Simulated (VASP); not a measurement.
# GaCuSe2 (I-42d) in VASP: a series of runs, part 2 of 2

VASP 6.6.1. Earlier steps stand in the parts before.

### 3 Single point, PBE (21.29 Å³/atom)

This run uses another cell than the first one, of 21.29 Å³/atom.

Contents of INCAR:

```
PREC = Accurate
ENCUT = 520
EDIFF = 1E-6
ISMEAR = 0
SIGMA = 0.01
LREAL = False
LASPH = True
NELM = 80
ALGO = Normal
ISIF = 2
LWAVE = False
LCHARG = False
GGA = PE
NBANDS = 46
```

Contents of KPOINTS:

```
Automatic mesh
0
Gamma
  6 6 6
```

Contents of POSCAR:

```
GaCuSe2
1.0
   -2.7783718791      2.7783718791      5.5152478304
    2.7783718791     -2.7783718791      5.5152478304
    2.7783718791      2.7783718791     -5.5152478304
Cu Se Ga
2 4 2
Direct
    0.0000000000      0.0000000000      0.0000000000
    0.7500000000      0.2500000000      0.5000000000
    0.3750000000      0.3688081662      0.4938081662
    0.1188081662      0.6250000000     -0.0061918338
    0.8750000000      0.8811918338      0.5061918338
    0.6311918338      0.1250000000      0.0061918338
    0.5000000000      0.5000000000      0.0000000000
    0.2500000000      0.7500000000      0.5000000000
```

Potentials or basis: VASP PAW PBE potentials, release 64 (Cu, Se, Ga_d).

On the command line:

```bash
$ cat potpaw_PBE.64/Cu/POTCAR potpaw_PBE.64/Se/POTCAR potpaw_PBE.64/Ga_d/POTCAR > POTCAR
$ mpirun -np 1 vasp_std > vasp.out
```

OUTCAR:

```text
PREC = Accurate
   ENCUT = 520
   EDIFF = 1E-6
   ISMEAR = 0
   LREAL = False
   LASPH = True
   NELM = 80
   ISIF = 2
   GGA = PE

 ion  position               nearest neighbor table
   1  0.000  0.000  0.000-   3 2.38   4 2.38   5 2.38   6 2.38
   2  0.750  0.250  0.500-   3 2.38   4 2.38   5 2.38   6 2.38
   3  0.375  0.369  0.494-   1 2.38   2 2.38   7 2.42   8 2.42
   4  0.119  0.625  0.994-   1 2.38   2 2.38   8 2.42   7 2.42
   5  0.875  0.881  0.506-   1 2.38   2 2.38   7 2.42   8 2.42
   6  0.631  0.125  0.006-   1 2.38   2 2.38   8 2.42   7 2.42
   7  0.500  0.500  0.000-   5 2.42   4 2.42   3 2.42   6 2.42
   8  0.250  0.750  0.500-   6 2.42   3 2.42   4 2.42   5 2.42

  LATTYP: Found a body centered tetragonal cell.
 ALAT       =     5.5567437582
 C/A-ratio  =     1.9850646603

  Lattice vectors:

 A1 = (  -2.7783718791,   2.7783718791,   5.5152478304)
 A2 = (   2.7783718791,  -2.7783718791,   5.5152478304)
 A3 = (   2.7783718791,   2.7783718791,  -5.5152478304)

Analysis of symmetry for initial positions (statically):
=====================================================================
 Subroutine PRICEL returns:
 Original cell was already a primitive cell.

 Routine SETGRP: Setting up the symmetry group for a
 body centered tetragonal supercell.

 Subroutine GETGRP returns: Found  8 space group operations
 (whereof  4 operations were pure point group operations)
 out of a pool of 16 trial point group operations.

The static configuration has the point symmetry S_4 .
 The point group associated with its full space group is D_2d.

Analysis of symmetry for dynamics (positions and initial velocities):
=====================================================================
 Subroutine PRICEL returns:
 Original cell was already a primitive cell.

 Routine SETGRP: Setting up the symmetry group for a
 body centered tetragonal supercell.

 Subroutine GETGRP returns: Found  8 space group operations
 (whereof  4 operations were pure point group operations)
 out of a pool of 16 trial point group operations.

The dynamic configuration has the point symmetry S_4 .
 The point group associated with its full space group is D_2d.

 Subroutine INISYM returns: Found  8 space group operations
 (whereof  4 operations are pure point group operations),
 and found     1 'primitive' translations

----------------------------------------------------------------------------------------

                                     Primitive cell

  volume of cell :     170.2965

  direct lattice vectors                    reciprocal lattice vectors
    -2.778371879  2.778371879  5.515247830     0.000000000  0.179961510  0.090657757
     2.778371879 -2.778371879  5.515247830     0.179961510  0.000000000  0.090657757
     2.778371879  2.778371879 -5.515247830     0.179961510  0.179961510  0.000000000

  length of vectors
     6.771754516  6.771754516  6.771754516     0.201506760  0.201506760  0.254504009

  position of ions in fractional coordinates (direct lattice)
     0.000000000  0.000000000  0.000000000
     0.750000000  0.250000000  0.500000000
     0.375000000  0.368808166  0.493808166
     0.118808166  0.625000000  0.993808166
     0.875000000  0.881191834  0.506191834
[... 47 lines left out ...]
  0.166667  0.166667  0.000000      8.000000
  0.333333  0.166667  0.000000     16.000000
[... 16 lines left out ...]
 -0.333333 -0.333333  0.166667      8.000000
 -0.166667 -0.333333  0.166667      8.000000
 [... further k-points ...]
   k-points           NKPTS =     30   k-points in BZ     NKDIM =     30   number of bands    NBANDS=     46
   number of dos      NEDOS =    301   number of ions     NIONS =      8
   total plane-waves  NPLWV = 125000
   dimension x,y,z NGX =    50 NGY =   50 NGZ =   50
   dimension x,y,z NGXF=   100 NGYF=  100 NGZF=  100
   ions per type =               2   4   2
   NGX,Y,Z   is equivalent  to a cutoff of  12.27, 12.27, 12.27 a.u.
   NGXF,Y,Z  is equivalent  to a cutoff of  24.55, 24.55, 24.55 a.u.
 SYSTEM =  unknown system
   PREC   = accura    normal or accurate (medium, high low for compatibility)
   ISTART =      0    job   : 0-new  1-cont  2-samecut
   ICHARG =      2    charge: 1-file 2-atom 10-const
   ISPIN  =      1    spin polarized calculation?
   LNONCOLLINEAR =      F non collinear calculations
   LSORBIT =      F    spin-orbit coupling
   LASPH  =      T    aspherical Exc in radial PAW
   ENCUT  =  520.0 eV  38.22 Ry    6.18 a.u.  12.59 12.59 12.59*2*pi/ulx,y,z
   NELM   =     80;   NELMIN=  2; NELMDL= -5     # of ELM steps
   EDIFF  = 0.1E-05   stopping-criterion for ELM
   LREAL  =      F    real-space projection
   EDIFFG = 0.1E-04   stopping-criterion for IOM
   NSW    =      0    number of steps for IOM
   IBRION =     -1    ionic relax: 0-MD 1-quasi-New 2-CG
   NFREE  =      0    steps in history (QN), initial steepest desc. (CG)
   ISIF   =      2    stress and relaxation
   ISYM   =      2    0-nonsym 1-usesym 2-fastsym
   POTIM  = 0.5000    time-step for ionic-motion
   TEBEG  =    0.0;   TEEND  =   0.0 temperature during run
   PSTRESS=    0.0 pullay stress
   NELECT =      72.0000    total number of electrons
   NUPDOWN=      -1.0000    fix difference up-down
   EMIN   =  10.00;   EMAX   =-10.00  energy-range for DOS
   EFERMI =   0.00;   METHOD = LEGACY
   ISMEAR =     0;   SIGMA  =   0.01  broadening in eV -4-tet -1-fermi 0-gaus
   EFERMI_NEDOS =   21; number of points for ismear=-14 and -15
   IALGO  =     38    algorithm
   IMIX   =      4    mixing-type and parameters
     AMIX     =   0.40;   BMIX     =  1.00
     AMIX_MAG =   1.60;   BMIX_MAG =  1.00
  volume/ion in A,a.u.               =      21.29       143.65
  Fermi-wavevector in a.u.,A,eV,Ry     =   1.228713  2.321931 20.541196  1.509735
  Thomas-Fermi vector in A             =   2.363628
   LORBIT       =      0    0 simple, 1 ext, 2 COOP (PROOUT), +10 PAW based schemes
   GGA     = PE    functional components
   LHFCALC =     F    Hartree Fock is set to
   AEXX    =    0.0000 exact exchange contribution
   IVDW    =     0    specifies the selected vdW correction
   LEPSILON=     F    determine dielectric tensor
   LRPA    =     F    only Hartree local field effects (RPA)
 non-spin polarized calculation
 Gauss-broadening in eV      SIGMA  =   0.01
  energy-cutoff  :      520.00
  volume of cell :      170.30
 maximum number of plane-waves:      4610
   NGX = 25   NGY = 25   NGZ = 25

 number of electron      71.9999987 magnetization

 Free energy of the ion-electron system (eV)
  ---------------------------------------------------
  ext. energy  EPLUGINS =         0.00000000
  ---------------------------------------------------
  free energy    TOTEN  =       -30.97626660 eV

  energy without entropy =      -30.97626660  energy(sigma->0) =      -30.97626660

 E-fermi :   4.3385     XC(G=0):  -9.7399

 val. band max:        4.2765255518   @ k =   0.0000   0.0000   0.0000
 cond. band min:       4.5530240265   @ k =   0.0000   0.0000   0.0000
 fundamental gap:      0.2764984746
 Fermi energy:         4.3385147336

 k-point     1 :       0.0000    0.0000    0.0000
  band No.  band energies     occupation
      1     -11.3333      2.00000
      2     -11.3322      2.00000
      3     -11.3322      2.00000
      4     -11.1741      2.00000
      5     -11.1586      2.00000
      6     -11.1586      2.00000
[... 1165 lines left out ...]
     45       9.3670      0.00000
     46       9.7287      0.00000

 [... further k-points ...]

------------------------ aborting loop because EDIFF is reached ----------------------------------------

  FORCE on cell =-STRESS in cart. coord.  units (eV):
  Direction    XX          YY          ZZ          XY          YZ          ZX
  --------------------------------------------------------------------------------------
  -------------------------------------------------------------------------------------
  Total        4.8444682      4.8444682      4.7962355      0.0000000      0.0000000      0.0000000
  in kB       45.5775438     45.5775438     45.1237625      0.0000000      0.0000000      0.0000000
  external PRESSURE =      45.4262833 kB  Pullay stress =       0.0000000 kB

 VOLUME and BASIS-vectors are now :
 -----------------------------------------------------------------------------
  energy-cutoff  :      520.00
  volume of cell :      170.30
      direct lattice vectors                 reciprocal lattice vectors
    -2.778371879  2.778371879  5.515247830     0.000000000  0.179961510  0.090657757
     2.778371879 -2.778371879  5.515247830     0.179961510  0.000000000  0.090657757
     2.778371879  2.778371879 -5.515247830     0.179961510  0.179961510  0.000000000

 POSITION                                       TOTAL-FORCE (eV/Angst)
 -----------------------------------------------------------------------------------
      0.00000      0.00000      0.00000         0.000000     -0.000000      0.000000
      0.00000      2.77837      2.75762         0.000000      0.000000      0.000000
      1.35478      1.38919      1.37881        -0.044074      0.000000      0.000000
      4.16756      1.35478     -1.37881         0.000000     -0.044074      0.000000
      1.42359      1.38919      6.89406         0.044074     -0.000000      0.000000
     -1.38919      1.42359      4.13644         0.000000      0.044074      0.000000
      0.00000      0.00000      5.51525         0.000000      0.000000      0.000000
      2.77837      0.00000      2.75762         0.000000     -0.000000     -0.000000
 -----------------------------------------------------------------------------------
    total drift:                               -0.000003     -0.000003     -0.000011

  FREE ENERGIE OF THE ION-ELECTRON SYSTEM (eV)
  ---------------------------------------------------
  free  energy   TOTEN  =       -30.9762666011 eV

  energy  without entropy=      -30.9762666011  energy(sigma->0) =      -30.97626660
```

Run time: 3 min. Hardware: 1 thread of Intel Xeon 6975P-C (Granite Rapids), shared host; peak memory 0.46 GiB.

Results:

* Free energy: -30.9763 eV
* Pressure: 4.5 GPa
* Largest force: 0.044 eV/Å
* Band gap on the k mesh: 0.28 eV

Forces in eV/Å, atoms in the order of the input:
```
Cu   0.000  0.000  0.000
Cu   0.000  0.000  0.000
Se  -0.044  0.000  0.000
Se   0.000 -0.044  0.000
Se   0.044  0.000  0.000
Se   0.000  0.044  0.000
Ga   0.000  0.000  0.000
Ga   0.000  0.000  0.000
```

Caveat: the cell stands under pressure.

### 4 Single point, PBE

This run uses another cell than the first one, of 21.82 Å³/atom.

Contents of INCAR:

```
SYSTEM = GaCuSe2
PREC = Accurate
ENCUT = 520
EDIFF = 1E-6
ISMEAR = 0
SIGMA = 0.01
LREAL = .False.
LASPH = .True.
NELM = 100
ALGO = Normal
ISIF = 2
LWAVE = .False.
LCHARG = .True.
GGA = PE
LELF = .True.
LVHAR = .True.
NBANDS = 46
```

Contents of KPOINTS:

```
Automatic mesh
0
Gamma
  6 6 6
  0 0 0
```

Contents of POSCAR:

```
GaCuSe2
1.0
   -2.8041298081      2.8041298081      5.5492790672
    2.8041298081     -2.8041298081      5.5492790672
    2.8041298081      2.8041298081     -5.5492790672
Cu Se Ga
2 4 2
Direct
    0.0000000000      0.0000000000      0.0000000000
    0.7500000000      0.2500000000      0.5000000000
    0.3750000000      0.3713580966      0.4963580966
    0.1213580966      0.6250000000     -0.0036419034
    0.8750000000      0.8786419034      0.5036419034
    0.6286419034      0.1250000000      0.0036419034
    0.5000000000      0.5000000000      0.0000000000
    0.2500000000      0.7500000000      0.5000000000
```

On the command line:

```bash
$ cat potpaw_PBE.64/Cu/POTCAR potpaw_PBE.64/Se/POTCAR potpaw_PBE.64/Ga_d/POTCAR > POTCAR
$ mpirun -np 1 vasp_std > vasp.out
```

It took 4 min on 1 thread of Intel Xeon 6975P-C (Granite Rapids), shared host; peak memory 0.51 GiB.

Results (log left out):

| Item | Value |
| --- | --- |
| Free energy | -31.0664 eV |
| Pressure | 2.7 GPa |
| Largest force | 0.153 eV/Å |
| Band gap on the k mesh | 0.20 eV |

Forces in eV/Å, atoms in the order of the input:
```
Cu   0.000  0.000  0.000
Cu   0.000  0.000  0.000
Se  -0.153  0.000  0.000
Se   0.000 -0.153  0.000
Se   0.153  0.000  0.000
Se   0.000  0.153  0.000
Ga   0.000  0.000  0.000
Ga   0.000  0.000  0.000
```

Levels at points of the mesh, in eV from the valence-band top:
```csv
k point,band 32,band 33,band 34,band 35,band 36,band 37,band 38,band 39,band 40,band 41
"(0.00, 0.00, 0.00)",-1.68,-1.58,-0.11,-0.11,0.00,0.20,1.92,2.22,3.96,3.96
"(0.50, 0.00, 0.00)",-1.41,-1.35,-1.23,-1.14,-0.57,2.15,2.53,3.20,4.10,4.17
"(0.50, 0.50, 0.00)",-1.37,-0.83,-0.83,-0.50,-0.50,1.12,1.12,3.36,3.36,4.70
"(0.50, 0.50, 0.50)",-1.31,-1.23,-1.23,-0.92,-0.92,1.80,1.80,1.94,1.94,2.91
```

### 5 Single point, PBE (21.97 Å³/atom)

This run uses another cell than the first one, of 21.97 Å³/atom.

Contents of INCAR:

```
PREC = Accurate ; ENCUT = 520
EDIFF = 1E-7 ; ISMEAR = 0
SIGMA = 0.01 ; LREAL = F
LASPH = T ; NELM = 80
ALGO = Normal ; ISIF = 2
LWAVE = F ; LCHARG = F
GGA = PE ; NBANDS = 46
```

Contents of KPOINTS:

```
regular mesh
0
Gamma
  6 6 6
```

Contents of POSCAR:

```
GaCuSe2
1.0
   -2.8076200482      2.8076200482      5.5733073374
    2.8076200482     -2.8076200482      5.5733073374
    2.8076200482      2.8076200482     -5.5733073374
Cu Se Ga
2 4 2
Direct
    0.0000000000      0.0000000000      0.0000000000
    0.7500000000      0.2500000000      0.5000000000
    0.3750000000      0.3688081662      0.4938081662
    0.1188081662      0.6250000000     -0.0061918338
    0.8750000000      0.8811918338      0.5061918338
    0.6311918338      0.1250000000      0.0061918338
    0.5000000000      0.5000000000      0.0000000000
    0.2500000000      0.7500000000      0.5000000000
```

On the command line:

```bash
$ cat potpaw_PBE.64/Cu/POTCAR potpaw_PBE.64/Se/POTCAR potpaw_PBE.64/Ga_d/POTCAR > POTCAR
$ mpirun -np 1 vasp_std > vasp.out
```

Wall time 3.6 min (1 thread of Intel Xeon 6975P-C (Granite Rapids), shared host); peak memory 0.52 GiB.

It converged, with:

- Free energy: -31.0892 eV
- Pressure: 2.2 GPa
- Largest force: 0.013 eV/Å
- Band gap on the k mesh: 0.14 eV

Forces in eV/Å, atoms in the order of the input:
```
Cu   0.000  0.000  0.000
Cu   0.000  0.000  0.000
Se  -0.013  0.000  0.000
Se   0.000 -0.013  0.000
Se   0.013  0.000  0.000
Se   0.000  0.013  0.000
Ga   0.000  0.000  0.000
Ga   0.000  0.000  0.000
```

Levels at points of the mesh, in eV from the valence-band top:
| k point | band 32 | band 33 | band 34 | band 35 | band 36 | band 37 | band 38 | band 39 | band 40 | band 41 |
| --- | --- | --- | --- | --- | --- | --- | --- | --- | --- | --- |
| (0.00, 0.00, 0.00) | -1.69 | -1.60 | -0.10 | -0.10 | 0.00 | 0.14 | 1.92 | 2.15 | 3.93 | 3.93 |
| (0.50, 0.00, 0.00) | -1.42 | -1.35 | -1.23 | -1.15 | -0.57 | 2.09 | 2.47 | 3.18 | 4.06 | 4.16 |
| (0.50, 0.50, 0.00) | -1.37 | -0.84 | -0.84 | -0.50 | -0.50 | 1.06 | 1.06 | 3.35 | 3.35 | 4.68 |
| (0.50, 0.50, 0.50) | -1.33 | -1.23 | -1.23 | -0.92 | -0.92 | 1.74 | 1.74 | 1.92 | 1.92 | 2.88 |

### 6 Single point, r2SCAN (23.13 Å³/atom)

This run uses another cell than the first one, of 23.13 Å³/atom.

Contents of POSCAR:

```
GaCuSe2
1.0
   -2.8591267080      2.8591267080      5.6581160921
    2.8591267080     -2.8591267080      5.6581160921
    2.8591267080      2.8591267080     -5.6581160921
Cu Se Ga
2 4 2
Direct
    0.0000000000      0.0000000000      0.0000000000
    0.7500000000      0.2500000000      0.5000000000
    0.3750000000      0.3713580966      0.4963580966
    0.1213580966      0.6250000000     -0.0036419034
    0.8750000000      0.8786419034      0.5036419034
    0.6286419034      0.1250000000      0.0036419034
    0.5000000000      0.5000000000      0.0000000000
    0.2500000000      0.7500000000      0.5000000000
```

Contents of INCAR.step1:

```
SYSTEM = GaCuSe2
PREC = Accurate ; ENCUT = 520
ISMEAR = 0 ; SIGMA = 0.01
LREAL = .False. ; LASPH = .True.
NELM = 80 ; NBANDS = 46
GGA = PE ; ALGO = Normal
EDIFF = 1E-4 ; LWAVE = .True.
LCHARG = .False.
```

Contents of INCAR.step2:

```
SYSTEM = GaCuSe2
PREC = Accurate ; ENCUT = 520
EDIFF = 1E-6 ; ISMEAR = 0
SIGMA = 0.01 ; LREAL = .False.
LASPH = .True. ; NELM = 80
ALGO = Normal ; ISIF = 2
LWAVE = .False. ; LCHARG = .False.
METAGGA = R2SCAN ; LMIXTAU = .True.
NBANDS = 46 ; ISTART = 1
```

Contents of KPOINTS:

```
Automatic mesh
0
Gamma
  6 6 6
  0 0 0
```

Potentials or basis: VASP PAW PBE potentials, release 64 (Cu, Se, Ga_d).

On the command line:

```bash
$ cat potpaw_PBE.64/Cu/POTCAR potpaw_PBE.64/Se/POTCAR potpaw_PBE.64/Ga_d/POTCAR > POTCAR
$ cp INCAR.step1 INCAR
$ mpirun -np 1 vasp_std > vasp.out
$ cp INCAR.step2 INCAR
$ mpirun -np 1 vasp_std > vasp.out
```

Run time: 29 min. Hardware: 1 thread of Intel Xeon Platinum 8259CL at 2.50GHz (Skylake/Cascade Lake), shared host; peak memory 0.57 GiB.

It converged, with:

```
Free energy            : -106.2849 eV
Pressure               : -3.5 GPa
Largest force          : 0.083 eV/Å
Band gap on the k mesh : 0.29 eV
```

Forces in eV/Å, atoms in the order of the input:
```
Cu   0.000  0.000  0.000
Cu   0.000  0.000  0.000
Se   0.083  0.000  0.000
Se   0.000  0.083  0.000
Se  -0.083  0.000  0.000
Se   0.000 -0.083  0.000
Ga   0.000  0.000  0.000
Ga   0.000  0.000  0.000
```

Levels at points of the mesh, in eV from the valence-band top:
```
           k point  band 32  band 33  band 34  band 35  band 36  band 37  band 38  band 39  band 40  band 41
(0.00, 0.00, 0.00)    -1.47    -1.37    -0.11    -0.11     0.00     0.29     2.25     2.34     4.20     4.20
(0.50, 0.00, 0.00)    -1.24    -1.21    -1.06    -0.99    -0.48     2.14     2.57     3.45     4.31     4.46
(0.50, 0.50, 0.00)    -1.22    -0.75    -0.75    -0.44    -0.44     1.23     1.23     3.62     3.62     4.94
(0.50, 0.50, 0.50)    -1.14    -1.09    -1.09    -0.80    -0.80     1.89     1.89     2.25     2.25     3.21
```

Caveat: the cell stands under tension; the PAW data sets were made with another functional, which shifts forces and pressure a little.

### 7 Summary

```tsv
level	cell	gap on the mesh (eV)	pressure (GPa)	largest force (eV/Å)
PBE	a = 6.913 Å, angles 131.6, 131.6, 70.9°, 8 atoms, atomic positions A	-	0.2	0.01
PBE	a = 6.772 Å, angles 131.6, 131.6, 70.9°, 8 atoms, atomic positions A	0.28	4.5	0.04
PBE	a = 6.821 Å, angles 131.4, 131.4, 71.1°, 8 atoms, atomic positions B	0.20	2.7	0.15
PBE	a = 6.843 Å, angles 131.6, 131.6, 70.9°, 8 atoms, atomic positions A	0.14	2.2	0.01
r2SCAN	a = 6.954 Å, angles 131.4, 131.4, 71.1°, 8 atoms, atomic positions B	0.29	-3.5	0.08
```

Alike in all rows: task single point; potentials or basis VASP PAW PBE potentials, release 64 (Cu, Se, Ga_d); no spin polarisation; k mesh 6 × 6 × 6; cutoff (eV) 520; smearing gaussian 0.01 eV.

Caveats: the cell stands under pressure (at least some runs); the cell stands under tension (at least some runs); the PAW data sets were made with another functional, which shifts forces and pressure a little (at least some runs).

Absolute energies hang on the potentials; compare differences alone.
